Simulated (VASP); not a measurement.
# Ge (Fd-3m) in VASP: further runs

Aim: see how the results for Ge move with the level of theory and the settings. Levels: RPBE, revPBE+D3(BJ), BLYP+D4. Tasks: single point.

All numbers are computed with VASP 6.6.1; they aren't measurements. Logs are shortened: lines on timing, memory, paths and dates and some standing lists are left out, and cuts for length are marked.

## (1) The cell of the first run

The structure is cubic, space group Fd-3m (No. 227). The conventional cell has a = 5.542 Å, b = 5.542 Å, c = 5.542 Å, α = 90.00°, β = 90.00°, γ = 90.00°. Within 3.2 Å of Ge (site symmetry -43m) lie 4 Ge at 2.40 Å.

## (2) Single point, RPBE

File INCAR:

```
SYSTEM = Ge
PREC = Accurate
ENCUT = 520
EDIFF = 1E-6
ISMEAR = -1
SIGMA = 0.05
LREAL = .FALSE.
LASPH = .TRUE.
NELM = 100
ALGO = Normal
ISIF = 2
LWAVE = .FALSE.
LCHARG = .FALSE.
GGA = RP
NBANDS = 21
```

File KPOINTS:

```
Automatic mesh
0
G
  8 8 8
  0 0 0
```

File POSCAR:

```
Ge
1.0
    0.0000000000      2.7711609388      2.7711609388
    2.7711609388      0.0000000000      2.7711609388
    2.7711609388      2.7711609388      0.0000000000
Ge
2
Direct
    0.7500000000      0.7500000000      0.7500000000
    0.5000000000      0.5000000000      0.5000000000
```

Potentials or basis: VASP PAW PBE potentials, release 64 (Ge_d).

On the command line:

```sh
cat potpaw_PBE.64/Ge_d/POTCAR > POTCAR
mpirun -np 1 vasp_std > vasp.out
```

OUTCAR:

```text
SYSTEM = Ge
   PREC = Accurate
   ENCUT = 520
   EDIFF = 1E-6
   ISMEAR = -1
   LREAL = .FALSE.
   LASPH = .TRUE.
   NELM = 100
   ISIF = 2
   GGA = RP

 ion  position               nearest neighbor table
   1  0.750  0.750  0.750-   2 2.40   2 2.40   2 2.40   2 2.40
   2  0.500  0.500  0.500-   1 2.40   1 2.40   1 2.40   1 2.40

  LATTYP: Found a face centered cubic cell.
 ALAT       =     5.5423218776

  Lattice vectors:

 A1 = (   0.0000000000,   2.7711609388,   2.7711609388)
 A2 = (   2.7711609388,   0.0000000000,   2.7711609388)
 A3 = (   2.7711609388,   2.7711609388,   0.0000000000)

Analysis of symmetry for initial positions (statically):
=====================================================================
 Subroutine PRICEL returns:
 Original cell was already a primitive cell.

 Routine SETGRP: Setting up the symmetry group for a
 face centered cubic supercell.

 Subroutine GETGRP returns: Found 48 space group operations
 (whereof 24 operations were pure point group operations)
 out of a pool of 48 trial point group operations.

The static configuration has the point symmetry T_d .
 The point group associated with its full space group is O_h .

Analysis of symmetry for dynamics (positions and initial velocities):
=====================================================================
 Subroutine PRICEL returns:
 Original cell was already a primitive cell.

 Routine SETGRP: Setting up the symmetry group for a
 face centered cubic supercell.

 Subroutine GETGRP returns: Found 48 space group operations
 (whereof 24 operations were pure point group operations)
 out of a pool of 48 trial point group operations.

The dynamic configuration has the point symmetry T_d .
 The point group associated with its full space group is O_h .

 Subroutine INISYM returns: Found 48 space group operations
 (whereof 24 operations are pure point group operations),
 and found     1 'primitive' translations

----------------------------------------------------------------------------------------

                                     Primitive cell

  volume of cell :      42.5613

  direct lattice vectors                    reciprocal lattice vectors
     0.000000000  2.771160939  2.771160939    -0.180429795  0.180429795  0.180429795
     2.771160939  0.000000000  2.771160939     0.180429795 -0.180429795  0.180429795
     2.771160939  2.771160939  0.000000000     0.180429795  0.180429795 -0.180429795
[... 80 lines left out ...]
   LSORBIT =      F    spin-orbit coupling
   LASPH  =      T    aspherical Exc in radial PAW
   ENCUT  =  520.0 eV  38.22 Ry    6.18 a.u.   7.29  7.29  7.29*2*pi/ulx,y,z
   NELM   =    100;   NELMIN=  2; NELMDL= -5     # of ELM steps
   EDIFF  = 0.1E-05   stopping-criterion for ELM
   LREAL  =      F    real-space projection
   EDIFFG = 0.1E-04   stopping-criterion for IOM
   NSW    =      0    number of steps for IOM
   IBRION =     -1    ionic relax: 0-MD 1-quasi-New 2-CG
   NFREE  =      0    steps in history (QN), initial steepest desc. (CG)
   ISIF   =      2    stress and relaxation
   ISYM   =      2    0-nonsym 1-usesym 2-fastsym
   POTIM  = 0.5000    time-step for ionic-motion
   TEBEG  =    0.0;   TEEND  =   0.0 temperature during run
   PSTRESS=    0.0 pullay stress
   NELECT =      28.0000    total number of electrons
   NUPDOWN=      -1.0000    fix difference up-down
   EMIN   =  10.00;   EMAX   =-10.00  energy-range for DOS
   EFERMI =   0.00;   METHOD = LEGACY
   ISMEAR =    -1;   SIGMA  =   0.05  broadening in eV -4-tet -1-fermi 0-gaus
   EFERMI_NEDOS =   21; number of points for ismear=-14 and -15
   IALGO  =     38    algorithm
   IMIX   =      4    mixing-type and parameters
     AMIX     =   0.40;   BMIX     =  1.00
     AMIX_MAG =   1.60;   BMIX_MAG =  1.00
  volume/ion in A,a.u.               =      21.28       143.61
  Fermi-wavevector in a.u.,A,eV,Ry     =   1.423822  2.690634 27.582678  2.027270
  Thomas-Fermi vector in A             =   2.544379
   LORBIT       =      0    0 simple, 1 ext, 2 COOP (PROOUT), +10 PAW based schemes
   GGA     = RP    functional components
   LHFCALC =     F    Hartree Fock is set to
   AEXX    =    0.0000 exact exchange contribution
   IVDW    =     0    specifies the selected vdW correction
   LEPSILON=     F    determine dielectric tensor
   LRPA    =     F    only Hartree local field effects (RPA)
 non-spin polarized calculation
  energy-cutoff  :      520.00
  volume of cell :       42.56
 maximum number of plane-waves:      1162
 NGX is ok and might be reduce to    30
   NGX = 15   NGY = 15   NGZ = 15

 number of electron      27.9999991 magnetization

 Free energy of the ion-electron system (eV)
  ---------------------------------------------------
  ext. energy  EPLUGINS =         0.00000000
  ---------------------------------------------------
  free energy    TOTEN  =        -8.16188707 eV

  energy without entropy =       -8.16179533  energy(sigma->0) =       -8.16184120

 E-fermi :   5.9441     XC(G=0): -10.0546

 val. band max:        5.7278861141   @ k =   0.0000   0.0000   0.0000
 cond. band min:       6.1908917472   @ k =   0.5000   0.0000   0.0000
 fundamental gap:      0.4630056332
 Fermi energy:         5.9441368042

 k-point     1 :       0.0000    0.0000    0.0000
  band No.  band energies     occupation
      1     -19.2115      2.00000
      2     -19.2115      2.00000
      3     -19.2115      2.00000
      4     -19.1707      2.00000
      5     -19.1707      2.00000
      6     -18.9253      2.00000
[... 565 lines left out ...]
     20      16.9736      0.00000
     21      17.6425      0.00000

 [... further k-points ...]

------------------------ aborting loop because EDIFF is reached ----------------------------------------

  FORCE on cell =-STRESS in cart. coord.  units (eV):
  Direction    XX          YY          ZZ          XY          YZ          ZX
  --------------------------------------------------------------------------------------
  -------------------------------------------------------------------------------------
  Total        2.8927220      2.8927220      2.8927220      0.0000000      0.0000000      0.0000000
  in kB      108.8935199    108.8935199    108.8935199      0.0000000      0.0000000      0.0000000
  external PRESSURE =     108.8935199 kB  Pullay stress =       0.0000000 kB

 VOLUME and BASIS-vectors are now :
 -----------------------------------------------------------------------------
  energy-cutoff  :      520.00
  volume of cell :       42.56
      direct lattice vectors                 reciprocal lattice vectors
     0.000000000  2.771160939  2.771160939    -0.180429795  0.180429795  0.180429795
     2.771160939  0.000000000  2.771160939     0.180429795 -0.180429795  0.180429795
     2.771160939  2.771160939  0.000000000     0.180429795  0.180429795 -0.180429795

 POSITION                                       TOTAL-FORCE (eV/Angst)
 -----------------------------------------------------------------------------------
      4.15674      4.15674      4.15674         0.000000      0.000000      0.000000
      2.77116      2.77116      2.77116        -0.000000     -0.000000     -0.000000
 -----------------------------------------------------------------------------------
    total drift:                                0.000000     -0.000000     -0.000000

  FREE ENERGIE OF THE ION-ELECTRON SYSTEM (eV)
  ---------------------------------------------------
  free  energy   TOTEN  =        -8.1618870709 eV

  energy  without entropy=       -8.1617953285  energy(sigma->0) =       -8.16184120
```

OSZICAR:

```text
N       E                     dE             d eps       ncg     rms          rms(c)
DAV:   1     0.191361617194E+03    0.19136E+03   -0.14462E+04  1388   0.375E+03
DAV:   2     0.188127784989E+02   -0.17255E+03   -0.16737E+03  1223   0.624E+02
DAV:   3    -0.738272591494E+01   -0.26196E+02   -0.26044E+02  1393   0.142E+02
DAV:   4    -0.822817571260E+01   -0.84545E+00   -0.84504E+00  1368   0.302E+01
DAV:   5    -0.824161972356E+01   -0.13444E-01   -0.13444E-01  1358   0.409E+00    0.370E+00
DAV:   6    -0.818269040294E+01    0.58929E-01   -0.23362E-02  1381   0.142E+00    0.219E+00
DAV:   7    -0.815861585424E+01    0.24075E-01   -0.53350E-02  1467   0.206E+00    0.175E-01
DAV:   8    -0.816142528712E+01   -0.28094E-02   -0.61723E-03  1373   0.826E-01    0.458E-02
DAV:   9    -0.816183682089E+01   -0.41153E-03   -0.52787E-04  1348   0.172E-01    0.169E-02
DAV:  10    -0.816188049183E+01   -0.43671E-04   -0.74421E-05  1378   0.839E-02    0.793E-03
DAV:  11    -0.816188689591E+01   -0.64041E-05   -0.19802E-05  1313   0.447E-02    0.249E-03
DAV:  12    -0.816188707087E+01   -0.17496E-06   -0.64068E-07  1142   0.584E-03
   1 F= -.81618871E+01 E0= -.81618412E+01  d E =-.917424E-04
```

Wall time 16 s (1 thread of AMD EPYC 9R45 (Zen 5), shared host); peak memory 0.14 GiB.

What came out:

```yaml
Free_energy: -8.1619 eV
Pressure: 10.9 GPa
Band_gap_on_the_k_mesh: 0.46 eV (least direct gap 0.73 eV)
```

Caveat: the cell stands under pressure; the PAW data sets were made with another functional, which shifts forces and pressure a little.

## (3) Single point, revPBE+D3(BJ)

Edit INCAR of step 2 so:

```diff
@@ -13,3 +13,4 @@
 LCHARG = .FALSE.
-GGA = RP
+GGA = RE
+IVDW = 12
 NBANDS = 21
```

KPOINTS is that of step 2.

POSCAR is that of step 2.

Potentials or basis: VASP PAW PBE potentials, release 64 (Ge_d).

On the command line:

```sh
cat potpaw_PBE.64/Ge_d/POTCAR > POTCAR
mpirun -np 1 vasp_std > vasp.out
```

Run time: 15 s. Hardware: 1 thread of AMD EPYC 9R45 (Zen 5), shared host; peak memory 0.15 GiB.

Results (log left out):

| Item | Value |
| --- | --- |
| Free energy | -9.4980 eV |
| Pressure | 5.6 GPa |
| Band gap on the k mesh | 0.44 eV (least direct gap 0.70 eV) |
| Dispersion energy per atom | -0.608 eV |

Levels at points of the mesh, in eV from the valence-band top:
```tsv
k point	band 10	band 11	band 12	band 13	band 14	band 15	band 16	band 17	band 18	band 19
(0.00, 0.00, 0.00)	-24.63	-13.24	0.00	0.00	0.00	0.70	2.58	2.58	2.58	6.70
(0.50, 0.00, 0.00)	-24.60	-10.99	-7.88	-1.50	-1.50	0.44	3.78	3.78	7.25	11.08
(0.50, 0.50, 0.00)	-24.58	-9.11	-9.11	-3.30	-3.30	0.72	0.72	10.08	10.08	12.34
```

Caveat: the cell stands under pressure; the PAW data sets were made with another functional, which shifts forces and pressure a little.

## (4) Single point, BLYP+D4

File INCAR:

```
AGGAC = 1.0
AGGAX = 1.0
ALDAC = 0.0
ALDAX = 1.0
ALGO = Normal
EDIFF = 1E-6
ENCUT = 520
GGA = B5
ISIF = 2
ISMEAR = -1
IVDW = 13
LASPH = True
LCHARG = False
LREAL = False
LWAVE = False
NBANDS = 21
NELM = 100
PREC = Accurate
SIGMA = 0.05
VDW_A1 = 0.44488865
VDW_A2 = 4.0933009
VDW_S6 = 1.0
VDW_S8 = 2.34076671
```

File KPOINTS:

```
k-points
0
Gamma
  8 8 8
```

POSCAR is that of step 3.

On the command line:

```sh
cat potpaw_PBE.64/Ge_d/POTCAR > POTCAR
mpirun -np 1 vasp_std > vasp.out
```

Wall time 25 s (1 thread of AMD EPYC 9R45 (Zen 5), shared host); peak memory 0.14 GiB.

It converged, with:

```
Free energy                : -8.7031 eV
Pressure                   : 8.2 GPa
Band gap on the k mesh     : 0.36 eV (least direct gap 0.40 eV)
Dispersion energy per atom : -0.662 eV
```

Levels at points of the mesh, in eV from the valence-band top:
```tsv
k point	band 11	band 12	band 13	band 14	band 15	band 16	band 17	band 18
(0.00, 0.00, 0.00)	-13.26	0.00	0.00	0.00	0.40	2.60	2.60	2.60
(0.50, 0.00, 0.00)	-11.05	-7.88	-1.50	-1.50	0.36	3.86	3.86	7.43
(0.50, 0.50, 0.00)	-9.17	-9.17	-3.26	-3.26	0.82	0.82	9.94	9.94
```

Caveat: the cell stands under pressure; the PAW data sets were made with another functional, which shifts forces and pressure a little. A k mesh can miss the band edges.

## (5) Single point, RPBE

This run uses another cell than the first one, of 21.73 Å³/atom.

File INCAR:

```
PREC = Accurate
ENCUT = 520
EDIFF = 1E-6
ISMEAR = -1
SIGMA = 0.05
LREAL = False
LASPH = True
NELM = 100
ALGO = Normal
ISIF = 2
LWAVE = False
LCHARG = False
GGA = RP
NBANDS = 21
```

File KPOINTS:

```
regular mesh
0
Gamma
  8 8 8
```

File POSCAR:

```
Ge
1.0
    0.0000000000      2.7906767997      2.7906767997
    2.7906767997      0.0000000000      2.7906767997
    2.7906767997      2.7906767997      0.0000000000
Ge
2
Direct
    0.7500000000      0.7500000000      0.7500000000
    0.5000000000      0.5000000000      0.5000000000
```

On the command line:

```sh
cat potpaw_PBE.64/Ge_d/POTCAR > POTCAR
mpirun -np 1 vasp_std > vasp.out
```

Wall time 15 s (1 thread of AMD EPYC 9R45 (Zen 5), shared host); peak memory 0.14 GiB.

Results (log left out):

```yaml
Free_energy: -8.2179 eV
Pressure: 8.8 GPa
Band_gap_on_the_k_mesh: 0.40 eV (least direct gap 0.53 eV)
```

Levels at points of the mesh, in eV from the valence-band top:
| k point | band 10 | band 11 | band 12 | band 13 | band 14 | band 15 | band 16 | band 17 | band 18 | band 19 |
| --- | --- | --- | --- | --- | --- | --- | --- | --- | --- | --- |
| (0.00, 0.00, 0.00) | -24.61 | -13.06 | 0.00 | 0.00 | 0.00 | 0.53 | 2.58 | 2.58 | 2.58 | 6.71 |
| (0.50, 0.00, 0.00) | -24.59 | -10.87 | -7.76 | -1.47 | -1.47 | 0.40 | 3.78 | 3.78 | 7.29 | 10.98 |
| (0.50, 0.50, 0.00) | -24.57 | -9.02 | -9.02 | -3.22 | -3.22 | 0.77 | 0.77 | 9.91 | 9.91 | 12.15 |

Caveat: the cell stands under pressure; the PAW data sets were made with another functional, which shifts forces and pressure a little. A k mesh can miss the band edges.

## (6) Single point, RPBE

This run uses another cell than the first one, of 22.19 Å³/atom.

File INCAR:

```
SYSTEM = Ge
PREC = Accurate
ENCUT = 520
EDIFF = 1E-6
ISMEAR = -1
SIGMA = 0.05
LREAL = .FALSE.
LASPH = .TRUE.
NELM = 80
ALGO = Normal
ISIF = 2
LWAVE = .FALSE.
LCHARG = .TRUE.
GGA = RP
LELF = .TRUE.
LVHAR = .TRUE.
NBANDS = 21
```

File KPOINTS:

```
Automatic mesh
0
G
  8 8 8
  0 0 0
```

File POSCAR:

```
Ge
1.0
    0.0000000000      2.8099234548      2.8099234548
    2.8099234548      0.0000000000      2.8099234548
    2.8099234548      2.8099234548      0.0000000000
Ge
2
Direct
    0.7500000000      0.7500000000      0.7500000000
    0.5000000000      0.5000000000      0.5000000000
```

Potentials or basis: VASP PAW PBE potentials, release 64 (Ge_d).

On the command line:

```sh
cat potpaw_PBE.64/Ge_d/POTCAR > POTCAR
mpirun -np 1 vasp_std > vasp.out
```

Wall time 16 s (1 thread of AMD EPYC 9R45 (Zen 5), shared host); peak memory 0.14 GiB.

The run converged. Its results:

| Item | Value |
| --- | --- |
| Free energy | -8.2627 eV |
| Pressure | 6.9 GPa |
| Band gap on the k mesh | 0.33 eV (least direct gap 0.34 eV) |

Levels at points of the mesh, in eV from the valence-band top:
```
           k point  band 10  band 11  band 12  band 13  band 14  band 15  band 16  band 17  band 18  band 19
(0.00, 0.00, 0.00)   -24.60   -12.90     0.00     0.00     0.00     0.34     2.57     2.57     2.57     6.67
(0.50, 0.00, 0.00)   -24.57   -10.76    -7.66    -1.44    -1.44     0.33     3.77     3.77     7.29    10.85
(0.50, 0.50, 0.00)   -24.55    -8.93    -8.93    -3.14    -3.14     0.80     0.80     9.73     9.73    11.94
```

Caveat: the cell stands under pressure; the PAW data sets were made with another functional, which shifts forces and pressure a little. A k mesh can miss the band edges.

## (7) Summary

| level | cell | gap on the mesh (eV) | pressure (GPa) |
| --- | --- | --- | --- |
| RPBE | a = 3.919 Å, angles 60.0°, 2 atoms | 0.46 | 10.9 |
| revPBE+D3(BJ) | a = 3.919 Å, angles 60.0°, 2 atoms | 0.44 | 5.6 |
| BLYP+D4 | a = 3.919 Å, angles 60.0°, 2 atoms | 0.36 | 8.2 |
| RPBE | a = 3.947 Å, angles 60.0°, 2 atoms | 0.40 | 8.8 |
| RPBE | a = 3.974 Å, angles 60.0°, 2 atoms | 0.33 | 6.9 |

Alike in all rows: task single point; potentials or basis VASP PAW PBE potentials, release 64 (Ge_d); no spin polarisation; k mesh 8 × 8 × 8; cutoff (eV) 520; smearing fermi-dirac 0.05 eV.

On the cell as given the gap runs from 0.36 eV (BLYP+D4) to 0.46 eV (RPBE). The pressure there spans 5.6 GPa (revPBE+D3(BJ)) to 10.9 GPa (RPBE); a positive pressure means that this level wants a larger cell, a negative one a smaller.

Caveats: the cell stands under pressure; the PAW data sets were made with another functional, which shifts forces and pressure a little.

Total energies depend on the potentials used, so only differences within one code and one set of settings carry meaning.
